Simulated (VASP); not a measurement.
# Ga (Pm-3m) in VASP: a series of runs

Runs on Ga. Level: PBE. Tasks: relaxation of cell and atoms.

Program: VASP 6.6.1. These are calculated values, not measurements. Logs are shortened: lines on timing, memory, paths and dates and some standing lists are left out, and cuts for length are marked.

## Step 1: The cell of the first run

It takes space group Pm-3m (No. 221, cubic). Conventional cell: a = 2.156 Å, b = 2.156 Å, c = 2.156 Å, α = 90.00°, β = 90.00°, γ = 90.00°. Ga (site symmetry m-3m) has 6 Ga at 2.16 Å within 2.9 Å.

This isn't the form of Ga at room conditions, which is orthorhombic.

## Step 2: Relaxation of cell and atoms, PBE, target pressure 160 GPa, at which the enthalpy is minimised

The input, INCAR:

```
  PREC = Accurate
  ENCUT = 600
  EDIFF = 1E-6
  ISMEAR = -1
  SIGMA = 0.1
  LREAL = False
  LASPH = True
  NELM = 100
  ALGO = Normal
  ISIF = 3
  LWAVE = False
  LCHARG = False
  GGA = PE
  IBRION = 2
  NSW = 60
  EDIFFG = -0.005
  PSTRESS = 1600.0
```

The input, KPOINTS:

```
Automatic mesh
0
Gamma
  17 17 17
```

The input, POSCAR:

```
Ga
1.0
    2.1555129705      0.0000000000      0.0000000000
    0.0000000000      2.1555129705      0.0000000000
    0.0000000000      0.0000000000      2.1555129705
Ga
1
Direct
    0.0000000000      0.0000000000      0.0000000000
```

Potentials or basis: VASP PAW PBE potentials, release 64 (Ga_d).

The run is started by

```console
$ cat potpaw_PBE.64/Ga_d/POTCAR > POTCAR
$ mpirun -np 1 vasp_std > vasp.out
```

OUTCAR:

```text
PREC = Accurate
   ENCUT = 600
   EDIFF = 1E-6
   ISMEAR = -1
   LREAL = False
   LASPH = True
   NELM = 100
   ISIF = 3
   GGA = PE
   IBRION = 2
   NSW = 60
   EDIFFG = -0.005
   PSTRESS = 1600.0

 ion  position               nearest neighbor table
   1  0.000  0.000  0.000-

  LATTYP: Found a simple cubic cell.
 ALAT       =     2.1555129705

  Lattice vectors:

 A1 = (   2.1555129705,   0.0000000000,   0.0000000000)
 A2 = (   0.0000000000,   2.1555129705,   0.0000000000)
 A3 = (   0.0000000000,   0.0000000000,   2.1555129705)

Analysis of symmetry for initial positions (statically):
=====================================================================
 Subroutine PRICEL returns:
 Original cell was already a primitive cell.

 Routine SETGRP: Setting up the symmetry group for a
 simple cubic supercell.

 Subroutine GETGRP returns: Found 48 space group operations
 (whereof 48 operations were pure point group operations)
 out of a pool of 48 trial point group operations.

The static configuration has the point symmetry O_h .

Analysis of symmetry for dynamics (positions and initial velocities):
=====================================================================
 Subroutine PRICEL returns:
 Original cell was already a primitive cell.

 Routine SETGRP: Setting up the symmetry group for a
 simple cubic supercell.

 Subroutine GETGRP returns: Found 48 space group operations
 (whereof 48 operations were pure point group operations)
 out of a pool of 48 trial point group operations.

The dynamic configuration has the point symmetry O_h .

 Subroutine INISYM returns: Found 48 space group operations
 (whereof 48 operations are pure point group operations),
 and found     1 'primitive' translations

----------------------------------------------------------------------------------------

                                     Primitive cell

  volume of cell :      10.0150

  direct lattice vectors                    reciprocal lattice vectors
     2.155512970  0.000000000  0.000000000     0.463926691  0.000000000  0.000000000
     0.000000000  2.155512970  0.000000000     0.000000000  0.463926691  0.000000000
     0.000000000  0.000000000  2.155512970     0.000000000  0.000000000  0.463926691

  length of vectors
     2.155512970  2.155512970  2.155512970     0.463926691  0.463926691  0.463926691

  position of ions in fractional coordinates (direct lattice)
     0.000000000  0.000000000  0.000000000

  ion indices of the primitive-cell ions
   primitive index   ion index
                 1           1

----------------------------------------------------------------------------------------

 KPOINTS: Automatic mesh

Automatic generation of k-mesh.
 Grid dimensions read from file:
 generate k-points for:   17   17   17

 Generating k-lattice:

  Cartesian coordinates                     Fractional coordinates (reciprocal lattice)
     0.027289805  0.000000000  0.000000000     0.058823529  0.000000000  0.000000000
     0.000000000  0.027289805  0.000000000     0.000000000  0.058823529  0.000000000
     0.000000000  0.000000000  0.027289805     0.000000000  0.000000000  0.058823529

  Length of vectors
     0.027289805  0.027289805  0.027289805

  Shift w.r.t. Gamma in fractional coordinates (k-lattice)
     0.000000000  0.000000000  0.000000000

 Subroutine IBZKPT returns following result:
 ===========================================

 Found    165 irreducible k-points:

 Following reciprocal coordinates:
            Coordinates               Weight
  0.000000  0.000000  0.000000      1.000000
  0.058824  0.000000  0.000000      6.000000
  0.117647  0.000000  0.000000      6.000000
  0.176471  0.000000  0.000000      6.000000
  0.235294  0.000000  0.000000      6.000000
  0.294118  0.000000  0.000000      6.000000
[... 16 lines left out ...]
  0.411765  0.117647  0.000000     24.000000
  0.470588  0.117647  0.000000     24.000000
 [... further k-points ...]
   k-points           NKPTS =    165   k-points in BZ     NKDIM =    165   number of bands    NBANDS=     10
   number of dos      NEDOS =    301   number of ions     NIONS =      1
   total plane-waves  NPLWV =   5832
   dimension x,y,z NGX =    18 NGY =   18 NGZ =   18
   dimension x,y,z NGXF=    36 NGYF=   36 NGZF=   36
   ions per type =               1
   NGX,Y,Z   is equivalent  to a cutoff of  13.88, 13.88, 13.88 a.u.
   NGXF,Y,Z  is equivalent  to a cutoff of  27.77, 27.77, 27.77 a.u.
 SYSTEM =  unknown system
   PREC   = accura    normal or accurate (medium, high low for compatibility)
   ISTART =      0    job   : 0-new  1-cont  2-samecut
   ICHARG =      2    charge: 1-file 2-atom 10-const
   ISPIN  =      1    spin polarized calculation?
   LNONCOLLINEAR =      F non collinear calculations
   LSORBIT =      F    spin-orbit coupling
   LASPH  =      T    aspherical Exc in radial PAW
   ENCUT  =  600.0 eV  44.10 Ry    6.64 a.u.   4.31  4.31  4.31*2*pi/ulx,y,z
   NELM   =    100;   NELMIN=  2; NELMDL= -5     # of ELM steps
   EDIFF  = 0.1E-05   stopping-criterion for ELM
   LREAL  =      F    real-space projection
   EDIFFG = -.5E-02   stopping-criterion for IOM
   NSW    =     60    number of steps for IOM
   IBRION =      2    ionic relax: 0-MD 1-quasi-New 2-CG
   NFREE  =      1    steps in history (QN), initial steepest desc. (CG)
   ISIF   =      3    stress and relaxation
   ISYM   =      2    0-nonsym 1-usesym 2-fastsym
   POTIM  = 0.5000    time-step for ionic-motion
   TEBEG  =    0.0;   TEEND  =   0.0 temperature during run
   PSTRESS= 1600.0 pullay stress
   NELECT =      13.0000    total number of electrons
   NUPDOWN=      -1.0000    fix difference up-down
   EMIN   =  10.00;   EMAX   =-10.00  energy-range for DOS
   EFERMI =   0.00;   METHOD = LEGACY
   ISMEAR =    -1;   SIGMA  =   0.10  broadening in eV -4-tet -1-fermi 0-gaus
   EFERMI_NEDOS =   21; number of points for ismear=-14 and -15
   IALGO  =     38    algorithm
   IMIX   =      4    mixing-type and parameters
     AMIX     =   0.40;   BMIX     =  1.00
     AMIX_MAG =   1.60;   BMIX_MAG =  1.00
  volume/ion in A,a.u.               =      10.02        67.58
  Fermi-wavevector in a.u.,A,eV,Ry     =   1.785824  3.374718 43.391253  3.189167
  Thomas-Fermi vector in A             =   2.849530
   LORBIT       =      0    0 simple, 1 ext, 2 COOP (PROOUT), +10 PAW based schemes
   GGA     = PE    functional components
   LHFCALC =     F    Hartree Fock is set to
   AEXX    =    0.0000 exact exchange contribution
   IVDW    =     0    specifies the selected vdW correction
   LEPSILON=     F    determine dielectric tensor
   LRPA    =     F    only Hartree local field effects (RPA)
 conjugate gradient relaxation of ions
 non-spin polarized calculation
  energy-cutoff  :      600.00
  volume of cell :       10.02
 maximum number of plane-waves:       345
 NGX is ok and might be reduce to    18
   NGX =  9   NGY =  9   NGZ =  9

--------------------------------------- Ionic step        1  -------------------------------------------

 number of electron      13.0000016 magnetization

 Free energy of the ion-electron system (eV)
  ---------------------------------------------------
  ext. energy  EPLUGINS =         0.00000000
  ---------------------------------------------------
  free energy    TOTEN  =         0.04814634 eV

  energy without entropy =        0.05671295  energy(sigma->0) =        0.05242964

------------------------ aborting loop because EDIFF is reached ----------------------------------------

  FORCE on cell =-STRESS in cart. coord.  units (eV):
  Direction    XX          YY          ZZ          XY          YZ          ZX
  --------------------------------------------------------------------------------------
  -------------------------------------------------------------------------------------
  Total       11.1541880     11.1541880     11.1541880     -0.0000000     -0.0000000      0.0000000
  in kB     1784.4181124   1784.4181124   1784.4181124     -0.0000000     -0.0000000      0.0000000
  external PRESSURE =     184.4181124 kB  Pullay stress =    1600.0000000 kB
[... 96 lines left out ...]
  enthalpy is  TOTEN    =        10.0332789722 eV   P V=       10.3103915078

--------------------------------------- Ionic step        4  -------------------------------------------

 number of electron      13.0000010 magnetization

 Free energy of the ion-electron system (eV)
  ---------------------------------------------------
  ext. energy  EPLUGINS =         0.00000000
  ---------------------------------------------------
  free energy    TOTEN  =        -0.25857943 eV

  energy without entropy =       -0.24990998  energy(sigma->0) =       -0.25424470

 E-fermi :  12.6837     XC(G=0): -14.3511

 val. band max:       12.6551486553   @ k =   0.3529   0.2353   0.1176
 cond. band min:      12.7212248458   @ k =   0.4118   0.4118   0.1765
 fundamental gap:      0.0660761906
 Fermi energy:        12.6836535576

 k-point     1 :       0.0000    0.0000    0.0000
  band No.  band energies     occupation
      1      -4.7754      2.00000
      2      -4.7754      2.00000
      3      -4.0114      2.00000
      4      -2.6248      2.00000
      5      -2.6248      2.00000
      6      -2.6248      2.00000
      7      26.9539      0.00000
      8      26.9539      0.00000
      9      26.9539      0.00000
     10      30.3079      0.00000
[... 287 lines left out ...]
 k-point    24 :       0.4706    0.1176    0.0000
  band No.  band energies     occupation
      1      -4.4503      2.00000
      2      -3.7902      2.00000
      3      -3.4693      2.00000
      4      -3.2297      2.00000
      5      -2.6478      2.00000
      6       4.3086      2.00000
      7       6.5531      2.00000
      8      29.0946      0.00000
      9      30.9313      0.00000
     10      34.7948      0.00000

 [... further k-points ...]
[... 5 lines left out ...]
  --------------------------------------------------------------------------------------
  -------------------------------------------------------------------------------------
  Total       10.2904142     10.2904142     10.2904142     -0.0000000      0.0000000     -0.0000000
  in kB     1599.7871747   1599.7871747   1599.7871747     -0.0000000      0.0000000     -0.0000000
  external PRESSURE =      -0.2128253 kB  Pullay stress =    1600.0000000 kB
[... 16 lines left out ...]
  FREE ENERGIE OF THE ION-ELECTRON SYSTEM (eV)
  ---------------------------------------------------
  free  energy   TOTEN  =        -0.2585794305 eV

  energy  without entropy=       -0.2499099779  energy(sigma->0) =       -0.25424470

  enthalpy is  TOTEN    =        10.0332037437 eV   P V=       10.2917831741

 reached required accuracy - stopping structural energy minimisation
```

It took 74 s on 1 thread of Intel Xeon 8259CL, shared host; peak memory 0.14 GiB.

Results:

* Free energy: -0.2586 eV
* Relaxed volume: 10.31 Å³/atom
* Relaxed cell: a = 2.176 Å, b = 2.176 Å, c = 2.176 Å, α = 90.00°, β = 90.00°, γ = 90.00°
* Space group after relaxing (to 0.1 Å): Pm-3m (No. 221)
* Energy change on relaxing (the run minimises the enthalpy): -306.7 meV/atom
* Ionic steps: 4
* Pressure after relaxing: 160.0 GPa
* Band gap on the k mesh: zero (an odd number of electrons rules out a gap without spin polarisation)

Step by step:
```csv
step,energy change (eV),largest force (eV/Å),pressure (GPa),volume (Å³)
1,0.0000,0.0000,178.44,10.02
2,-1.4411,0.0000,92.98,11.78
3,-0.3253,0.0000,158.87,10.32
4,-0.3067,0.0000,159.98,10.31
```

Final structure:
```xyz
1
Lattice="2.1762 0.0000 0.0000 0.0000 2.1762 0.0000 0.0000 0.0000 2.1762" Properties=species:S:1:pos:R:3 pbc="T T T"
Ga    0.0000    0.0000    0.0000
```

Caveat: the cell is relaxed towards a set pressure, so the run minimises the enthalpy, not the energy.

## Step 3: Relaxation of cell and atoms, PBE, target pressure 160 GPa, at which the enthalpy is minimised

This run uses another cell than the first one, of 10.29 Å³/atom.

The input, INCAR:

```
PREC     = Accurate       # precision mode
ENCUT    = 600            # plane-wave cutoff, eV
EDIFF    = 1E-7           # SCF threshold, eV
ISMEAR   = -1             # smearing method
SIGMA    = 0.1            # smearing width, eV
LREAL    = F              # projectors in reciprocal space
LASPH    = T              # aspherical terms in the spheres
NELM     = 100            # most SCF steps
ALGO     = Normal         # electronic algorithm
ISIF     = 3              # what is computed and relaxed
LWAVE    = F              # write WAVECAR
LCHARG   = F              # write CHGCAR
GGA      = PE             # functional
IBRION   = 2              # ionic algorithm
NSW      = 32             # ionic steps
EDIFFG   = -0.005         # ionic threshold
PSTRESS  = 1600.0
```

The input, KPOINTS:

```
regular mesh
0
Gamma
  17 17 17
```

The input, POSCAR:

```
Ga
1.0
    2.1747230220      0.0000000000      0.0000000000
    0.0000000000      2.1747230220      0.0000000000
    0.0000000000      0.0000000000      2.1747230220
Ga
1
Direct
    0.0000000000      0.0000000000      0.0000000000
```

Potentials or basis: VASP PAW PBE potentials, release 64 (Ga_d).

The run is started by

```console
$ cat potpaw_PBE.64/Ga_d/POTCAR > POTCAR
$ mpirun -np 1 vasp_std > vasp.out
```

It took 54 s on 1 thread of Intel Xeon 8259CL, shared host; peak memory 0.14 GiB.

It converged, with:

| Property | Result |
| --- | --- |
| Free energy | -0.2572 eV |
| Relaxed volume | 10.30 Å³/atom |
| Relaxed cell | a = 2.176 Å, b = 2.176 Å, c = 2.176 Å, α = 90.00°, β = 90.00°, γ = 90.00° |
| Space group after relaxing (to 0.1 Å) | Pm-3m (No. 221) |
| Energy change on relaxing (the run minimises the enthalpy) | -19.1 meV/atom |
| Ionic steps | 3 |
| Pressure after relaxing | 160.0 GPa |
| Band gap on the k mesh | zero (an odd number of electrons rules out a gap without spin polarisation) |

Step by step:
| step | energy change (eV) | largest force (eV/Å) | pressure (GPa) | volume (Å³) |
| --- | --- | --- | --- | --- |
| 1 | 0.0000 | 0.0000 | 161.16 | 10.29 |
| 2 | -0.1100 | 0.0000 | 154.56 | 10.40 |
| 3 | -0.0191 | 0.0000 | 159.99 | 10.30 |

Final structure:
```cif
data_structure
_symmetry_space_group_name_H-M 'P 1'
_symmetry_Int_Tables_number 1
_cell_length_a 2.1761
_cell_length_b 2.1761
_cell_length_c 2.1761
_cell_angle_alpha 90.000
_cell_angle_beta 90.000
_cell_angle_gamma 90.000
_cell_volume 10.30
loop_
_atom_site_label
_atom_site_type_symbol
_atom_site_fract_x
_atom_site_fract_y
_atom_site_fract_z
_atom_site_occupancy
Ga1 Ga 0.00000 0.00000 0.00000 1
```

Levels at points of the mesh, in eV from the Fermi level:
```tsv
k point	band 3	band 4	band 5	band 6	band 7	band 8	band 9	band 10
(0.00, 0.00, 0.00)	-16.70	-15.31	-15.31	-15.31	14.27	14.27	14.27	17.63
```

Caveat: the cell is relaxed towards a set pressure, so the run minimises the enthalpy, not the energy.
